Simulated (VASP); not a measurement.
# InGa3As4 (P-43m) in VASP: a series of runs

The runs below take InGa3As4 through single point, with PBE.

Everything below comes from runs of VASP 6.6.1. Logs are shortened: lines on timing, memory, paths and dates and some standing lists are left out, and cuts for length are marked.

**1. The cell of the first run**

The structure is cubic, space group P-43m (No. 215). The conventional cell has a = 5.611 Å, b = 5.611 Å, c = 5.611 Å, α = 90.00°, β = 90.00°, γ = 90.00°. Within 3.2 Å of In (site symmetry -43m) lie 4 As at 2.43 Å. Ga (site symmetry -42m) has 4 As at 2.43 Å within 3.2 Å. As (site symmetry 3m) has 1 In at 2.43 Å and 3 Ga at 2.43 Å within 3.2 Å.

**2. Single point, PBE**

File INCAR:

```
SYSTEM = InGa3As4
  ALGO = Normal
  EDIFF = 1E-7
  ENCUT = 520
  GGA = PE
  ISIF = 2
  ISMEAR = 0
  LASPH = .TRUE.
  LCHARG = .FALSE.
  LREAL = .FALSE.
  LWAVE = .FALSE.
  NBANDS = 46
  NELM = 100
  PREC = Accurate
  SIGMA = 0.1
```

File KPOINTS:

```
k-points
0
G
  4 4 4
  0 0 0
```

File POSCAR:

```
InGa3As4
1.0
    5.6108227000      0.0000000000      0.0000000000
    0.0000000000      5.6108227000      0.0000000000
    0.0000000000      0.0000000000      5.6108227000
In Ga As
1 3 4
Direct
    0.0000000000      0.0000000000      0.0000000000
    0.5000000000      0.0000000000      0.5000000000
    0.5000000000      0.5000000000      0.0000000000
    0.0000000000      0.5000000000      0.5000000000
    0.2500000000      0.7500000000      0.7500000000
    0.2500000000      0.2500000000      0.2500000000
    0.7500000000      0.7500000000      0.2500000000
    0.7500000000      0.2500000000      0.7500000000
```

Potentials or basis: VASP PAW PBE potentials, release 64 (In_d, Ga_d, As).

Command:

```bash
> cat potpaw_PBE.64/In_d/POTCAR potpaw_PBE.64/Ga_d/POTCAR potpaw_PBE.64/As/POTCAR > POTCAR
> mpirun -np 1 vasp_std > vasp.out
```

OUTCAR:

```text
SYSTEM = InGa3As4
   EDIFF = 1E-7
   ENCUT = 520
   GGA = PE
   ISIF = 2
   ISMEAR = 0
   LASPH = .TRUE.
   LREAL = .FALSE.
   NELM = 100
   PREC = Accurate

 ion  position               nearest neighbor table
   1  0.000  0.000  0.000-   5 2.43   6 2.43   7 2.43   8 2.43
   2  0.500  0.000  0.500-   5 2.43   6 2.43   7 2.43   8 2.43
   3  0.500  0.500  0.000-   5 2.43   6 2.43   7 2.43   8 2.43
   4  0.000  0.500  0.500-   5 2.43   6 2.43   7 2.43   8 2.43
   5  0.250  0.750  0.750-   1 2.43   2 2.43   3 2.43   4 2.43
   6  0.250  0.250  0.250-   1 2.43   2 2.43   3 2.43   4 2.43
   7  0.750  0.750  0.250-   1 2.43   2 2.43   3 2.43   4 2.43
   8  0.750  0.250  0.750-   1 2.43   2 2.43   3 2.43   4 2.43

  LATTYP: Found a simple cubic cell.
 ALAT       =     5.6108227000

  Lattice vectors:

 A1 = (   5.6108227000,   0.0000000000,   0.0000000000)
 A2 = (   0.0000000000,   5.6108227000,   0.0000000000)
 A3 = (   0.0000000000,   0.0000000000,   5.6108227000)

Analysis of symmetry for initial positions (statically):
=====================================================================
 Subroutine PRICEL returns:
 Original cell was already a primitive cell.

 Routine SETGRP: Setting up the symmetry group for a
 simple cubic supercell.

 Subroutine GETGRP returns: Found 24 space group operations
 (whereof 24 operations were pure point group operations)
 out of a pool of 48 trial point group operations.

The static configuration has the point symmetry T_d .

Analysis of symmetry for dynamics (positions and initial velocities):
=====================================================================
 Subroutine PRICEL returns:
 Original cell was already a primitive cell.

 Routine SETGRP: Setting up the symmetry group for a
 simple cubic supercell.

 Subroutine GETGRP returns: Found 24 space group operations
 (whereof 24 operations were pure point group operations)
 out of a pool of 48 trial point group operations.

The dynamic configuration has the point symmetry T_d .

 Subroutine INISYM returns: Found 24 space group operations
 (whereof 24 operations are pure point group operations),
 and found     1 'primitive' translations

----------------------------------------------------------------------------------------

                                     Primitive cell

  volume of cell :     176.6362

  direct lattice vectors                    reciprocal lattice vectors
     5.610822700  0.000000000  0.000000000     0.178226983  0.000000000  0.000000000
     0.000000000  5.610822700  0.000000000     0.000000000  0.178226983  0.000000000
     0.000000000  0.000000000  5.610822700     0.000000000  0.000000000  0.178226983

  length of vectors
     5.610822700  5.610822700  5.610822700     0.178226983  0.178226983  0.178226983

  position of ions in fractional coordinates (direct lattice)
     0.000000000  0.000000000  0.000000000
     0.500000000  0.000000000  0.500000000
     0.500000000  0.500000000  0.000000000
     0.000000000  0.500000000  0.500000000
     0.250000000  0.750000000  0.750000000
     0.250000000  0.250000000  0.250000000
     0.750000000  0.750000000  0.250000000
     0.750000000  0.250000000  0.750000000

  ion indices of the primitive-cell ions
   primitive index   ion index
                 1           1
                 2           2
                 3           3
                 4           4
                 5           5
                 6           6
                 7           7
                 8           8

----------------------------------------------------------------------------------------

 KPOINTS: k-points

Automatic generation of k-mesh.
 Grid dimensions read from file:
 generate k-points for:    4    4    4

 Generating k-lattice:

  Cartesian coordinates                     Fractional coordinates (reciprocal lattice)
     0.044556746  0.000000000  0.000000000     0.250000000  0.000000000  0.000000000
     0.000000000  0.044556746  0.000000000     0.000000000  0.250000000  0.000000000
     0.000000000  0.000000000  0.044556746     0.000000000  0.000000000  0.250000000

  Length of vectors
     0.044556746  0.044556746  0.044556746

  Shift w.r.t. Gamma in fractional coordinates (k-lattice)
     0.000000000  0.000000000  0.000000000

 Subroutine IBZKPT returns following result:
 ===========================================

 Found     10 irreducible k-points:

 Following reciprocal coordinates:
            Coordinates               Weight
  0.000000  0.000000  0.000000      1.000000
  0.250000  0.000000  0.000000      6.000000
  0.500000  0.000000  0.000000      3.000000
  0.250000  0.250000  0.000000     12.000000
  0.500000  0.250000  0.000000     12.000000
  0.500000  0.500000  0.000000      3.000000
  0.250000  0.250000  0.250000      8.000000
  0.500000  0.250000  0.250000     12.000000
  0.500000  0.500000  0.250000      6.000000
  0.500000  0.500000  0.500000      1.000000
   k-points           NKPTS =     10   k-points in BZ     NKDIM =     10   number of bands    NBANDS=     46
   number of dos      NEDOS =    301   number of ions     NIONS =      8
   total plane-waves  NPLWV =  74088
   dimension x,y,z NGX =    42 NGY =   42 NGZ =   42
   dimension x,y,z NGXF=    84 NGYF=   84 NGZF=   84
   ions per type =               1   3   4
   NGX,Y,Z   is equivalent  to a cutoff of  12.44, 12.44, 12.44 a.u.
   NGXF,Y,Z  is equivalent  to a cutoff of  24.89, 24.89, 24.89 a.u.
 SYSTEM =  InGa3As4
   PREC   = accura    normal or accurate (medium, high low for compatibility)
   ISTART =      0    job   : 0-new  1-cont  2-samecut
   ICHARG =      2    charge: 1-file 2-atom 10-const
   ISPIN  =      1    spin polarized calculation?
   LNONCOLLINEAR =      F non collinear calculations
   LSORBIT =      F    spin-orbit coupling
   LASPH  =      T    aspherical Exc in radial PAW
   ENCUT  =  520.0 eV  38.22 Ry    6.18 a.u.  10.43 10.43 10.43*2*pi/ulx,y,z
   NELM   =    100;   NELMIN=  2; NELMDL= -5     # of ELM steps
   EDIFF  = 0.1E-06   stopping-criterion for ELM
   LREAL  =      F    real-space projection
   EDIFFG = 0.1E-05   stopping-criterion for IOM
   NSW    =      0    number of steps for IOM
   IBRION =     -1    ionic relax: 0-MD 1-quasi-New 2-CG
   NFREE  =      0    steps in history (QN), initial steepest desc. (CG)
   ISIF   =      2    stress and relaxation
   ISYM   =      2    0-nonsym 1-usesym 2-fastsym
   POTIM  = 0.5000    time-step for ionic-motion
   TEBEG  =    0.0;   TEEND  =   0.0 temperature during run
   PSTRESS=    0.0 pullay stress
   NELECT =      72.0000    total number of electrons
   NUPDOWN=      -1.0000    fix difference up-down
   EMIN   =  10.00;   EMAX   =-10.00  energy-range for DOS
   EFERMI =   0.00;   METHOD = LEGACY
   ISMEAR =     0;   SIGMA  =   0.10  broadening in eV -4-tet -1-fermi 0-gaus
   EFERMI_NEDOS =   21; number of points for ismear=-14 and -15
   IALGO  =     38    algorithm
   IMIX   =      4    mixing-type and parameters
     AMIX     =   0.40;   BMIX     =  1.00
     AMIX_MAG =   1.60;   BMIX_MAG =  1.00
  volume/ion in A,a.u.               =      22.08       149.00
  Fermi-wavevector in a.u.,A,eV,Ry     =   1.213833  2.293813 20.046712  1.473392
  Thomas-Fermi vector in A             =   2.349273
   LORBIT       =      0    0 simple, 1 ext, 2 COOP (PROOUT), +10 PAW based schemes
   GGA     = PE    functional components
   LHFCALC =     F    Hartree Fock is set to
   AEXX    =    0.0000 exact exchange contribution
   IVDW    =     0    specifies the selected vdW correction
   LEPSILON=     F    determine dielectric tensor
   LRPA    =     F    only Hartree local field effects (RPA)
 non-spin polarized calculation
 Gauss-broadening in eV      SIGMA  =   0.10
  energy-cutoff  :      520.00
  volume of cell :      176.64
 maximum number of plane-waves:      4780
 NGX is ok and might be reduce to    42
   NGX = 21   NGY = 21   NGZ = 21

 number of electron      72.0000006 magnetization

 Free energy of the ion-electron system (eV)
  ---------------------------------------------------
  ext. energy  EPLUGINS =         0.00000000
  ---------------------------------------------------
  free energy    TOTEN  =       -31.35808186 eV

  energy without entropy =      -31.35808186  energy(sigma->0) =      -31.35808186

 E-fermi :   5.2681     XC(G=0):  -9.7985

 val. band max:        4.8987212987   @ k =   0.0000   0.0000   0.0000
 cond. band min:       5.6226524234   @ k =   0.0000   0.0000   0.0000
 fundamental gap:      0.7239311246
 Fermi energy:         5.2680554498

 k-point     1 :       0.0000    0.0000    0.0000
  band No.  band energies     occupation
      1     -10.1879      2.00000
      2     -10.1879      2.00000
      3     -10.1879      2.00000
      4     -10.0303      2.00000
      5     -10.0303      2.00000
      6     -10.0303      2.00000
[... 38 lines left out ...]
     45       8.6589      0.00000
     46       8.6589      0.00000

 k-point     2 :       0.2500    0.0000    0.0000
  band No.  band energies     occupation
      1     -10.1789      2.00000
      2     -10.1789      2.00000
      3     -10.1705      2.00000
      4     -10.0578      2.00000
      5     -10.0226      2.00000
      6     -10.0226      2.00000
[... 38 lines left out ...]
     45       9.6621      0.00000
     46       9.6621      0.00000

 k-point     3 :       0.5000    0.0000    0.0000
  band No.  band energies     occupation
      1     -10.1688      2.00000
      2     -10.1688      2.00000
      3     -10.1347      2.00000
      4     -10.1039      2.00000
      5     -10.0095      2.00000
      6     -10.0095      2.00000
[... 332 lines left out ...]
     45       9.8398      0.00000
     46       9.8710      0.00000

 k-point    10 :       0.5000    0.5000    0.5000
  band No.  band energies     occupation
      1     -10.1486      2.00000
      2     -10.1486      2.00000
      3     -10.1486      2.00000
      4     -10.1294      2.00000
      5     -10.0144      2.00000
      6     -10.0144      2.00000
[... 38 lines left out ...]
     45       9.5055      0.00000
     46       9.7195      0.00000

------------------------ aborting loop because EDIFF is reached ----------------------------------------

  FORCE on cell =-STRESS in cart. coord.  units (eV):
  Direction    XX          YY          ZZ          XY          YZ          ZX
  --------------------------------------------------------------------------------------
  -------------------------------------------------------------------------------------
  Total       12.1550556     12.1550556     12.1550556      0.0000000      0.0000000     -0.0000000
  in kB      110.2523603    110.2523603    110.2523603      0.0000000      0.0000000     -0.0000000
  external PRESSURE =     110.2523603 kB  Pullay stress =       0.0000000 kB

 VOLUME and BASIS-vectors are now :
 -----------------------------------------------------------------------------
  energy-cutoff  :      520.00
  volume of cell :      176.64
      direct lattice vectors                 reciprocal lattice vectors
     5.610822700  0.000000000  0.000000000     0.178226983  0.000000000  0.000000000
     0.000000000  5.610822700  0.000000000     0.000000000  0.178226983  0.000000000
     0.000000000  0.000000000  5.610822700     0.000000000  0.000000000  0.178226983

 POSITION                                       TOTAL-FORCE (eV/Angst)
 -----------------------------------------------------------------------------------
      0.00000      0.00000      0.00000         0.000000      0.000000      0.000000
      2.80541      0.00000      2.80541         0.000000      0.000000      0.000000
      2.80541      2.80541      0.00000         0.000000      0.000000      0.000000
      0.00000      2.80541      2.80541        -0.000000      0.000000      0.000000
      1.40271      4.20812      4.20812         1.014253     -1.014253     -1.014253
      1.40271      1.40271      1.40271         1.014253      1.014253      1.014253
      4.20812      4.20812      1.40271        -1.014253     -1.014253      1.014253
      4.20812      1.40271      4.20812        -1.014253      1.014253     -1.014253
 -----------------------------------------------------------------------------------
    total drift:                                0.000000     -0.000000     -0.000000

  FREE ENERGIE OF THE ION-ELECTRON SYSTEM (eV)
  ---------------------------------------------------
  free  energy   TOTEN  =       -31.3580818617 eV

  energy  without entropy=      -31.3580818555  energy(sigma->0) =      -31.35808186
```

Wall time 83 s (1 thread of Intel Xeon Platinum 8559C (Emerald Rapids), shared host); peak memory 0.28 GiB.

Results:

- Free energy: -31.3581 eV
- Pressure: 11.0 GPa
- Band gap on the k mesh: 0.72 eV, direct

Caveat: spin-orbit coupling is left out, which moves the levels of the heavy elements. A k mesh can miss the band edges.

**3. Single point, PBE**

This run uses another cell than the first one, of 25.29 Å³/atom, 1.145 times its volume.

File INCAR:

```
ALGO = Normal ; EDIFF = 1E-7
ENCUT = 520 ; GGA = PE
ISIF = 2 ; ISMEAR = 0
LASPH = True ; LCHARG = False
LREAL = False ; LWAVE = False
NBANDS = 46 ; NELM = 80
PREC = Accurate ; SIGMA = 0.1
```

File KPOINTS:

```
k-points
0
Gamma
  4 4 4
```

File POSCAR:

```
InGa3As4
1.0
    5.8704031329      0.0000000000      0.0000000000
    0.0000000000      5.8704031329      0.0000000000
    0.0000000000      0.0000000000      5.8704031329
In Ga As
1 3 4
Direct
    0.0000000000      0.0000000000      0.0000000000
    0.5000000000      0.0000000000      0.5000000000
    0.5000000000      0.5000000000      0.0000000000
    0.0000000000      0.5000000000      0.5000000000
    0.2595996751      0.7404003249      0.7404003249
    0.2595996751      0.2595996751      0.2595996751
    0.7404003249      0.7404003249      0.2595996751
    0.7404003249      0.2595996751      0.7404003249
```

Potentials or basis: VASP PAW PBE potentials, release 64 (In_d, Ga_d, As).

Command:

```bash
> cat potpaw_PBE.64/In_d/POTCAR potpaw_PBE.64/Ga_d/POTCAR potpaw_PBE.64/As/POTCAR > POTCAR
> mpirun -np 1 vasp_std > vasp.out
```

Wall time 95 s (1 thread of Intel Xeon Platinum 8559C (Emerald Rapids), shared host); peak memory 0.37 GiB.

The run converged. Its results:

| Item | Value |
| --- | --- |
| Free energy | -32.3884 eV |
| Pressure | -0.2 GPa |
| Largest force | 0.046 eV/Å |
| Band gap on the k mesh | zero (filled and empty bands touch) |

Forces on the atoms (eV/Å):
```
In   0.000  0.000  0.000
Ga   0.000  0.000  0.000
Ga   0.000  0.000  0.000
Ga   0.000  0.000  0.000
As  -0.026  0.026  0.026
As  -0.026 -0.026 -0.026
As   0.026  0.026 -0.026
As   0.026 -0.026  0.026
```

Levels at points of the mesh, in eV from the Fermi level:
| k point | band 32 | band 33 | band 34 | band 35 | band 36 | band 37 | band 38 | band 39 | band 40 | band 41 |
| --- | --- | --- | --- | --- | --- | --- | --- | --- | --- | --- |
| (0.00, 0.00, 0.00) | -2.36 | -2.36 | -0.22 | -0.03 | -0.03 | -0.03 | 1.57 | 1.57 | 1.57 | 1.60 |
| (0.50, 0.00, 0.00) | -3.01 | -1.67 | -1.67 | -1.32 | -1.32 | 1.97 | 2.05 | 2.82 | 3.08 | 4.16 |
| (0.50, 0.50, 0.00) | -2.94 | -1.41 | -1.11 | -0.95 | -0.95 | 2.24 | 2.24 | 2.76 | 2.76 | 4.84 |
| (0.50, 0.50, 0.50) | -1.13 | -1.13 | -0.80 | -0.80 | -0.80 | 0.65 | 0.65 | 0.65 | 1.17 | 4.36 |

Caveat: spin-orbit coupling is left out, which moves the levels of the heavy elements.
